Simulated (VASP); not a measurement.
# Ni (Fm-3m) in VASP: notebook, part 2 of 2

VASP 6.6.1. Earlier steps stand in the parts before.

## (3) Single point, PBEsol, collinear spin, ferromagnetic start

Contents of INCAR:

```
SYSTEM = Ni
PREC = Accurate
ENCUT = 520
EDIFF = 1E-7
ISMEAR = -1
SIGMA = 0.1
LREAL = .False.
LASPH = .True.
NELM = 150
ALGO = Normal
ISIF = 2
LWAVE = .False.
LCHARG = .False.
ISPIN = 2
MAGMOM = 2 2
LORBIT = 11
LMAXMIX = 4
GGA = PS
NBANDS = 21
```

Contents of KPOINTS:

```
regular mesh
0
Gamma
  7 14 14
  0 0 0
```

Contents of POSCAR:

```
Ni
1.0
    0.0000000000      3.5359000000      3.5359000000
    1.7679500000      0.0000000000      1.7679500000
    1.7679500000      1.7679500000      0.0000000000
Ni
2
Direct
    0.0000000000      0.0000000000      0.0000000000
    0.5000000000      0.0000000000      0.0000000000
```

Potentials or basis: VASP PAW PBE potentials, release 64 (Ni).

On the command line:

```sh
> cat potpaw_PBE.64/Ni/POTCAR > POTCAR
> mpirun -np 1 vasp_std > vasp.out
```

OUTCAR:

```text
SYSTEM = Ni
   PREC = Accurate
   ENCUT = 520
   EDIFF = 1E-7
   ISMEAR = -1
   LREAL = .False.
   LASPH = .True.
   NELM = 150
   ISIF = 2
   ISPIN = 2
   LORBIT = 11
   GGA = PS

 ion  position               nearest neighbor table
   1  0.000  0.000  0.000-   2 2.50   2 2.50   2 2.50   2 2.50   2 2.50   2 2.50
   2  0.500  0.000  0.000-   1 2.50   1 2.50   1 2.50   1 2.50   1 2.50   1 2.50

  LATTYP: Found a trigonal (rhomboedric) cell.
 ALAT       =     4.3305753908
 COS(alpha) =     0.8333333333

  Lattice vectors:

 A1 = (   1.7679500000,  -1.7679500000,  -3.5359000000)
 A2 = (   3.5359000000,  -1.7679500000,  -1.7679500000)
 A3 = (   1.7679500000,  -3.5359000000,  -1.7679500000)

Analysis of symmetry for initial positions (statically):
=====================================================================
 Subroutine PRICEL returns following result:

  LATTYP: Found a face centered cubic cell.
 ALAT       =     3.5359000000
[... 12 lines left out ...]
 Subroutine GETGRP returns: Found 12 space group operations
 (whereof 12 operations were pure point group operations)
 out of a pool of 12 trial point group operations.

The static configuration has the point symmetry D_3d.

Analysis of symmetry for dynamics (positions and initial velocities):
=====================================================================
 Subroutine PRICEL returns following result:

  LATTYP: Found a face centered cubic cell.
 ALAT       =     3.5359000000
[... 12 lines left out ...]
 Subroutine GETGRP returns: Found 12 space group operations
 (whereof 12 operations were pure point group operations)
 out of a pool of 12 trial point group operations.

The dynamic configuration has the point symmetry D_3d.

Analysis of structural, dynamic, and magnetic symmetry:
=====================================================================
 Subroutine PRICEL returns following result:

  LATTYP: Found a face centered cubic cell.
 ALAT       =     3.5359000000
[... 12 lines left out ...]
 Subroutine GETGRP returns: Found 12 space group operations
 (whereof 12 operations were pure point group operations)
 out of a pool of 12 trial point group operations.

The overall configuration has the point symmetry D_3d.
[... 155 lines left out ...]

 Free energy of the ion-electron system (eV)
  ---------------------------------------------------
  ext. energy  EPLUGINS =         0.00000000
  ---------------------------------------------------
  free energy    TOTEN  =       -12.27140232 eV

  energy without entropy =      -12.15472362  energy(sigma->0) =      -12.21306297

 E-fermi :   8.9523     XC(G=0): -13.3418

 val. band max:        8.9510893262   @ k =   0.4286   0.3571   0.0000
 cond. band min:       8.9612282577   @ k =   0.2857  -0.4286   0.2857
 fundamental gap:      0.0101389315
 Fermi energy:         8.9523308370

 spin component 1

 k-point     1 :       0.0000    0.0000    0.0000
  band No.  band energies     occupation
      1       0.0206      1.00000
      2       4.2176      1.00000
      3       6.6058      1.00000
      4       6.6058      1.00000
      5       6.6058      1.00000
      6       6.6110      1.00000
[... 565 lines left out ...]
     20      35.8852      0.00000
     21      36.7425      0.00000

 [... further k-points ...]

 spin component 2

 k-point     1 :       0.0000    0.0000    0.0000
  band No.  band energies     occupation
      1       0.0039      1.00000
      2       4.6158      1.00000
      3       7.2089      1.00000
      4       7.2089      1.00000
      5       7.2921      1.00000
      6       7.2921      1.00000
[... 565 lines left out ...]
     20      35.9627      0.00000
     21      36.8459      0.00000

 [... further k-points ...]
[... 5 lines left out ...]
  --------------------------------------------------------------------------------------
  -------------------------------------------------------------------------------------
  Total       -1.6445306     -1.6445306     -1.6445306      0.0000049     -0.0000049      0.0000049
  in kB     -119.2017455   -119.2017455   -119.2017455      0.0003532     -0.0003532      0.0003532
  external PRESSURE =    -119.2017455 kB  Pullay stress =       0.0000000 kB

 VOLUME and BASIS-vectors are now :
 -----------------------------------------------------------------------------
  energy-cutoff  :      520.00
  volume of cell :       22.10
      direct lattice vectors                 reciprocal lattice vectors
     0.000000000  3.535900000  3.535900000    -0.141406714  0.141406714  0.141406714
     1.767950000  0.000000000  1.767950000     0.282813428 -0.282813428  0.282813428
     1.767950000  1.767950000  0.000000000     0.282813428  0.282813428 -0.282813428

 POSITION                                       TOTAL-FORCE (eV/Angst)
 -----------------------------------------------------------------------------------
      0.00000      0.00000      0.00000         0.000000      0.000000      0.000000
      0.00000      1.76795      1.76795        -0.000000     -0.000000     -0.000000
 -----------------------------------------------------------------------------------
    total drift:                               -0.000000     -0.000000     -0.000000

  FREE ENERGIE OF THE ION-ELECTRON SYSTEM (eV)
  ---------------------------------------------------
  free  energy   TOTEN  =       -12.2714023157 eV

  energy  without entropy=      -12.1547236172  energy(sigma->0) =      -12.21306297

 total charge

# of ion       s       p       d       tot
------------------------------------------
    1        0.493   0.488   8.304   9.285
    2        0.493   0.488   8.304   9.285
--------------------------------------------------
tot          0.986   0.977  16.608  18.571

 magnetization (x)

# of ion       s       p       d       tot
------------------------------------------
    1       -0.007  -0.023   0.641   0.611
    2       -0.007  -0.023   0.641   0.611
--------------------------------------------------
tot         -0.014  -0.047   1.282   1.222
```

OSZICAR:

```text
N       E                     dE             d eps       ncg     rms          rms(c)
DAV:   1     0.967485718814E+02    0.96749E+02   -0.87878E+03 13024   0.135E+03
DAV:   2    -0.852570427429E+01   -0.10527E+03   -0.96572E+02 12401   0.235E+02
DAV:   3    -0.142737936490E+02   -0.57481E+01   -0.55549E+01 13851   0.635E+01
DAV:   4    -0.143500207714E+02   -0.76227E-01   -0.76161E-01 13792   0.676E+00
DAV:   5    -0.143523595035E+02   -0.23387E-02   -0.23386E-02 13929   0.117E+00    0.163E+01
DAV:   6    -0.131382321506E+02    0.12141E+01   -0.98107E+00 14214   0.647E+01    0.984E+00
DAV:   7    -0.123010824764E+02    0.83715E+00   -0.21595E+00 14136   0.270E+01    0.238E+00
DAV:   8    -0.122794777526E+02    0.21605E-01   -0.14294E-02 17067   0.124E+00    0.121E+00
DAV:   9    -0.122739201837E+02    0.55576E-02   -0.58382E-04 17137   0.231E-01    0.467E-01
DAV:  10    -0.122713826596E+02    0.25375E-02   -0.20696E-04 20275   0.294E-01    0.927E-02
DAV:  11    -0.122714105191E+02   -0.27859E-04   -0.35458E-05 13025   0.515E-02    0.339E-02
DAV:  12    -0.122714032163E+02    0.73028E-05   -0.17883E-06 20415   0.235E-02    0.219E-02
DAV:  13    -0.122714020732E+02    0.11431E-05   -0.11742E-06 15369   0.109E-02    0.393E-03
DAV:  14    -0.122714023492E+02   -0.27604E-06   -0.89930E-08  9082   0.418E-03    0.121E-03
DAV:  15    -0.122714023157E+02    0.33530E-07   -0.84742E-09  6918   0.904E-04
   1 F= -.12271402E+02 E0= -.12213063E+02  d E =-.116679E+00  mag=     1.2001
```

Run time: 1.8 min. Hardware: 1 thread of Intel Xeon Platinum 8259CL at 2.50GHz (Skylake/Cascade Lake), shared host; peak memory 0.22 GiB.

What came out:

```yaml
Free_energy: -12.2714 eV
Pressure: -11.9 GPa
Net_moment: 1.20 μB per cell
Site_moments: Ni +0.61 μB
Valence_electrons_inside_the_program's_atomic_spheres: Ni 9.29
```

Caveat: the PAW data sets were made with another functional, which shifts forces and pressure a little.

## (4) Single point, PBEsol, collinear spin, antiferromagnetic start

Contents of INCAR:

```
  PREC = Accurate
  ENCUT = 520
  EDIFF = 1E-6
  ISMEAR = -1
  SIGMA = 0.1
  LREAL = False
  LASPH = True
  NELM = 150
  ALGO = Normal
  ISIF = 2
  LWAVE = False
  LCHARG = True
  ISPIN = 2
  MAGMOM = 2 -2
  LORBIT = 11
  LMAXMIX = 4
  GGA = PS
  LELF = True
  LVHAR = True
  NBANDS = 21
```

Contents of KPOINTS:

```
regular mesh
0
Gamma
  7 14 14
```

POSCAR is that of step 3.

Potentials or basis: VASP PAW PBE potentials, release 64 (Ni).

On the command line:

```sh
> cat potpaw_PBE.64/Ni/POTCAR > POTCAR
> mpirun -np 1 vasp_std > vasp.out
```

OUTCAR:

```text
PREC = Accurate
   ENCUT = 520
   EDIFF = 1E-6
   ISMEAR = -1
   LREAL = False
   LASPH = True
   NELM = 150
   ISIF = 2
   ISPIN = 2
   LORBIT = 11
   GGA = PS

 ion  position               nearest neighbor table
   1  0.000  0.000  0.000-   2 2.50   2 2.50   2 2.50   2 2.50   2 2.50   2 2.50
   2  0.500  0.000  0.000-   1 2.50   1 2.50   1 2.50   1 2.50   1 2.50   1 2.50

  LATTYP: Found a trigonal (rhomboedric) cell.
 ALAT       =     4.3305753908
 COS(alpha) =     0.8333333333

  Lattice vectors:

 A1 = (   1.7679500000,  -1.7679500000,  -3.5359000000)
 A2 = (   3.5359000000,  -1.7679500000,  -1.7679500000)
 A3 = (   1.7679500000,  -3.5359000000,  -1.7679500000)

Analysis of symmetry for initial positions (statically):
=====================================================================
 Subroutine PRICEL returns following result:

  LATTYP: Found a face centered cubic cell.
 ALAT       =     3.5359000000
[... 12 lines left out ...]
 Subroutine GETGRP returns: Found 12 space group operations
 (whereof 12 operations were pure point group operations)
 out of a pool of 12 trial point group operations.

The static configuration has the point symmetry D_3d.

Analysis of symmetry for dynamics (positions and initial velocities):
=====================================================================
 Subroutine PRICEL returns following result:

  LATTYP: Found a face centered cubic cell.
 ALAT       =     3.5359000000
[... 12 lines left out ...]
 Subroutine GETGRP returns: Found 12 space group operations
 (whereof 12 operations were pure point group operations)
 out of a pool of 12 trial point group operations.

The dynamic configuration has the point symmetry D_3d.

Analysis of structural, dynamic, and magnetic symmetry:
=====================================================================
 Subroutine PRICEL returns following result:

  LATTYP: Found a face centered cubic cell.
 ALAT       =     3.5359000000
[... 12 lines left out ...]
 Subroutine GETGRP returns: Found 12 space group operations
 (whereof 12 operations were pure point group operations)
 out of a pool of 12 trial point group operations.
[... 157 lines left out ...]

 number of electron      20.0000019 magnetization      -0.0000000

 Free energy of the ion-electron system (eV)
  ---------------------------------------------------
  ext. energy  EPLUGINS =         0.00000000
  ---------------------------------------------------
  free energy    TOTEN  =       -12.21088139 eV

  energy without entropy =      -12.03001019  energy(sigma->0) =      -12.12044579

 E-fermi :   8.7951     XC(G=0): -13.3416

 val. band max:        8.7850990275   @ k =  -0.4286   0.4286   0.0000
 cond. band min:       8.7955325368   @ k =   0.0000  -0.4286   0.2143
 fundamental gap:      0.0104335094
 Fermi energy:         8.7950996620

 spin component 1

 k-point     1 :       0.0000    0.0000    0.0000
  band No.  band energies     occupation
      1       0.0112      1.00000
      2       4.4261      1.00000
      3       6.9221      1.00000
      4       6.9221      1.00000
      5       6.9600      1.00000
      6       6.9601      1.00000
[... 565 lines left out ...]
     20      35.9251      0.00000
     21      36.7945      0.00000

 [... further k-points ...]

 spin component 2

 k-point     1 :       0.0000    0.0000    0.0000
  band No.  band energies     occupation
      1       0.0112      1.00000
      2       4.4261      1.00000
      3       6.9221      1.00000
      4       6.9221      1.00000
      5       6.9600      1.00000
      6       6.9601      1.00000
[... 565 lines left out ...]
     20      35.9251      0.00000
     21      36.7945      0.00000

 [... further k-points ...]
[... 5 lines left out ...]
  --------------------------------------------------------------------------------------
  -------------------------------------------------------------------------------------
  Total       -1.7598552     -1.7598552     -1.7598552      0.0001919     -0.0001919      0.0001919
  in kB     -127.5609084   -127.5609084   -127.5609084      0.0139100     -0.0139100      0.0139100
  external PRESSURE =    -127.5609084 kB  Pullay stress =       0.0000000 kB

 VOLUME and BASIS-vectors are now :
 -----------------------------------------------------------------------------
  energy-cutoff  :      520.00
  volume of cell :       22.10
      direct lattice vectors                 reciprocal lattice vectors
     0.000000000  3.535900000  3.535900000    -0.141406714  0.141406714  0.141406714
     1.767950000  0.000000000  1.767950000     0.282813428 -0.282813428  0.282813428
     1.767950000  1.767950000  0.000000000     0.282813428  0.282813428 -0.282813428

 POSITION                                       TOTAL-FORCE (eV/Angst)
 -----------------------------------------------------------------------------------
      0.00000      0.00000      0.00000        -0.000000     -0.000000     -0.000000
      0.00000      1.76795      1.76795         0.000000      0.000000      0.000000
 -----------------------------------------------------------------------------------
    total drift:                               -0.000000     -0.000000     -0.000000

  FREE ENERGIE OF THE ION-ELECTRON SYSTEM (eV)
  ---------------------------------------------------
  free  energy   TOTEN  =       -12.2108813864 eV

  energy  without entropy=      -12.0300101929  energy(sigma->0) =      -12.12044579

 total charge

# of ion       s       p       d       tot
------------------------------------------
    1        0.491   0.485   8.311   9.287
    2        0.491   0.485   8.311   9.287
--------------------------------------------------
tot          0.982   0.970  16.622  18.574

 magnetization (x)

# of ion       s       p       d       tot
------------------------------------------
    1       -0.000  -0.000   0.001   0.001
    2        0.000   0.000  -0.001  -0.001
--------------------------------------------------
tot          0.000   0.000   0.000   0.000
```

OSZICAR:

```text
N       E                     dE             d eps       ncg     rms          rms(c)
DAV:   1     0.965397166611E+02    0.96540E+02   -0.88208E+03 13040   0.134E+03
DAV:   2    -0.845957313591E+01   -0.10500E+03   -0.96733E+02 12406   0.235E+02
DAV:   3    -0.141678204023E+02   -0.57082E+01   -0.55421E+01 13830   0.633E+01
DAV:   4    -0.142447088719E+02   -0.76888E-01   -0.76824E-01 13761   0.678E+00
DAV:   5    -0.142470854372E+02   -0.23766E-02   -0.23764E-02 13934   0.118E+00    0.167E+01
DAV:   6    -0.130023000822E+02    0.12448E+01   -0.10947E+01 14213   0.650E+01    0.967E+00
DAV:   7    -0.122092035209E+02    0.79310E+00   -0.24142E+00 14209   0.280E+01    0.270E+00
DAV:   8    -0.122093489495E+02   -0.14543E-03   -0.96748E-02 17768   0.466E+00    0.113E+00
DAV:   9    -0.122086601489E+02    0.68880E-03   -0.15967E-02 18773   0.181E+00    0.514E-01
DAV:  10    -0.122095857368E+02   -0.92559E-03   -0.17952E-02 20365   0.219E+00    0.220E-01
DAV:  11    -0.122098518218E+02   -0.26608E-03   -0.97701E-04 17650   0.289E-01    0.193E-01
DAV:  12    -0.122105198122E+02   -0.66799E-03   -0.85918E-03 18576   0.134E+00    0.137E-01
DAV:  13    -0.122108123474E+02   -0.29254E-03   -0.29962E-03 19536   0.759E-01    0.643E-02
DAV:  14    -0.122108312212E+02   -0.18874E-04   -0.51828E-04 19986   0.273E-01    0.330E-02
DAV:  15    -0.122108727516E+02   -0.41530E-04   -0.15159E-03 18608   0.498E-01    0.148E-02
DAV:  16    -0.122108792015E+02   -0.64499E-05   -0.56144E-05 18208   0.678E-02    0.962E-03
DAV:  17    -0.122108811597E+02   -0.19582E-05   -0.65587E-05 11358   0.987E-02    0.227E-03
DAV:  18    -0.122108813864E+02   -0.22666E-06   -0.34654E-06  7278   0.211E-02
   1 F= -.12210881E+02 E0= -.12120446E+02  d E =-.180871E+00  mag=    -0.0000
```

Run time: 2.6 min. Hardware: 1 thread of Intel Xeon Platinum 8259CL at 2.50GHz (Skylake/Cascade Lake), shared host; peak memory 0.22 GiB.

What came out:

| Property | Result |
| --- | --- |
| Free energy | -12.2109 eV |
| Pressure | -12.8 GPa |
| Band gap on the k mesh | zero (filled and empty bands overlap) |
| Net moment | 0.00 μB per cell |
| Valence electrons inside the program's atomic spheres | Ni 9.29 |

Caveat: the starting moments collapsed, and a magnetic state may lie lower; the PAW data sets were made with another functional, which shifts forces and pressure a little.
